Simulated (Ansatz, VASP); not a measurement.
# BN: VASP beside Ansatz

```
CELL_PARAMETERS angstrom
0.00000 1.80260 1.80260
1.80260 0.00000 1.80260
1.80260 1.80260 0.00000
ATOMIC_POSITIONS crystal
B 0.00000 0.00000 0.00000
N 0.75000 0.75000 0.75000
```

Alike in both runs: functional PBEsol; k mesh 12 × 12 × 12; occupations gaussian, width 0.02 eV; no spin polarisation.

Ansatz relaxed the structure, and its values are those at the end. VASP's run is a single point on that final structure, the one shown.

|  | VASP | Ansatz |
| --- | --- | --- |
| version | VASP 6.6.1 | Ansatz 0.2.0 |
| potentials or method | VASP PAW PBE potentials, release 64 (B, N), cutoff 600 eV | scalar-relativistic, plane waves, PAW |
| valence electrons in the cell | 8 | 8 |

```csv
,VASP,Ansatz,Ansatz less VASP
gap on the k mesh at the Fermi level (eV),4.29,4.29,+0.008
least direct gap on the mesh (eV),8.80,8.80,+0.003
pressure (GPa),0.5,0.0,-0.49
```

VASP's potentials were made for PBE, not for PBEsol, and Ansatz warns of the same on its side.
